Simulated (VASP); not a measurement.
Write the native input for VASP 6.6.1 that does the following.

```yaml
Task: single point
Functional: PBE
Potentials_or_basis: VASP PAW PBE potentials, release 64 (Cd_sv_GW, S)
Cutoff: 540 eV
k_mesh: 6 × 6 × 6
Occupations: gaussian, width 0.01 eV
Spin: no spin polarisation
Dipole_correction: no
Second_run: valence_matched
Further_INCAR_settings: ALGO = Normal; EDIFF = 1e-06; NBANDS = 20
```

The structure of CdS (Hawleyite) lies in POSCAR:

```
CdS
1.0
    0.0000000000      2.9332775952      2.9332775952
    2.9332775952      0.0000000000      2.9332775952
    2.9332775952      2.9332775952      0.0000000000
Cd S
1 1
Direct
    0.0000000000      0.0000000000      0.0000000000
    0.2500000000      0.2500000000      0.2500000000
```

This cell differs from its parent crystal: volume changed by -3%.

The input as run:

INCAR

```
  PREC = Accurate
  ENCUT = 540
  EDIFF = 1E-6
  ISMEAR = 0
  SIGMA = 0.01
  LREAL = False
  LASPH = True
  NELM = 120
  ALGO = Normal
  ISIF = 2
  LWAVE = False
  LCHARG = False
  GGA = PE
  NBANDS = 20
  GGA_COMPAT = False
```

KPOINTS

```
Automatic mesh
0
Gamma
  6 6 6
```

Potentials or basis: VASP PAW PBE potentials, release 64 (Cd_sv_GW, S).

The run is started by

```sh
$ cat potpaw_PBE.64/Cd_sv_GW/POTCAR potpaw_PBE.64/S/POTCAR > POTCAR
$ mpirun -np 1 vasp_std > vasp.out
```

It gave:

The pressure is 0.8 GPa. The band gap on the k mesh is 1.11 eV, direct.

It took 26 s on 1 thread of AMD EPYC 7R43 64-Core Processor (Zen 3), on a shared host, peak memory 0.15 GiB.
